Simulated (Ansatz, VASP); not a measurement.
BN: VASP beside Ansatz

```xyz
4
Lattice="2.5499 0.0000 0.0000 -1.2749 2.2083 0.0000 0.0000 0.0000 7.0283" Properties=species:S:1:pos:R:3 pbc="T T T"
B     0.0000    1.4722    1.7571
B     1.2749    0.7361    5.2712
N     1.2749    0.7361    1.7571
N     0.0000    1.4722    5.2712
```

Alike in both runs: task single point; functional r2SCAN; k mesh 9 × 9 × 4; no spin polarisation.

```csv
,VASP,Ansatz
version,VASP 6.6.1,Ansatz 0.2.0
potentials or method,"VASP PAW PBE potentials, release 64 (B, N)","plane waves, PAW"
plane-wave cutoff (eV),520,500
occupations,"gaussian, width 0.01 eV",fixed
valence electrons in the cell,16,16
```

|  | VASP | Ansatz | Ansatz less VASP |
| --- | --- | --- | --- |
| gap on the k mesh at the Fermi level (eV) | 4.97 | 4.93 | -0.039 |
| pressure (GPa) | -12.3 | -12.6 | -0.33 |
| traceless stress, the component that is largest in VASP (GPa) | 11.66 | 12.25 | +0.589 |

VASP's potentials were made for PBE, not for r2SCAN.
